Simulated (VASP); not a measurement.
## BiTe: single point with PBEsol

Crystal: BiTe.

```
Bi Te
1.0
    -0.04796    3.19715    3.19715
     3.19715   -0.04796    3.19715
     3.14920    3.14920    0.00000
Bi Te
1 1
Direct
  0.00000 0.00000 0.00000
  0.50000 0.50000 0.50000
```

This cell differs from its parent crystal: strain -0.0300 x Voigt [0, 0, 0, 0, 0, 1].

```yaml
Program: VASP 6.6.1
Task: single point
Functional: PBEsol
Potentials_or_basis: VASP PAW PBE potentials, release 64 (Bi_d, Te)
Cutoff: 520 eV
k_mesh: 16 × 16 × 16
Occupations: gaussian, width 0.15 eV
Spin: no spin polarisation
Dipole_correction: no
Further_INCAR_settings: ALGO = Fast; EDIFF = 1e-06; NBANDS = 18
```

```yaml
Pressure: 0.0 GPa
Band_gap_on_the_k_mesh: zero (an odd number of electrons rules out a gap without spin polarisation)
```

Levels at points of the mesh, in eV from the Fermi level:
```csv
k point,band 6,band 7,band 8,band 9,band 10,band 11,band 12,band 13,band 14,band 15
"(0.00, 0.00, 0.00)",-13.78,-8.01,-2.76,-2.62,-2.48,2.18,2.23,2.29,4.41,4.60
"(0.50, 0.00, 0.00)",-11.74,-11.41,-1.96,-1.88,-1.52,-0.83,-0.63,-0.57,7.26,7.62
"(0.50, 0.50, 0.00)",-11.90,-9.96,-5.91,-4.32,-4.02,2.06,3.71,3.83,5.22,8.82
"(0.00, 0.00, 0.50)",-11.70,-11.35,-2.05,-1.99,-1.64,-0.96,-0.78,-0.68,7.36,7.80
"(0.50, 0.00, 0.50)",-11.90,-9.96,-5.91,-4.17,-4.17,2.05,3.74,3.77,5.21,8.78
```

Run time: 20 min on 1 thread of Oxide Virtual Turin-like Processor, with other jobs on the host, peak memory 0.76 GiB.

Caveat: the cell differs from its parent crystal (strain -0.0300 x Voigt [0, 0, 0, 0, 0, 1]); the PAW data sets were made with another functional, which shifts forces and pressure a little; spin-orbit coupling is left out, which moves the levels of the heavy elements.
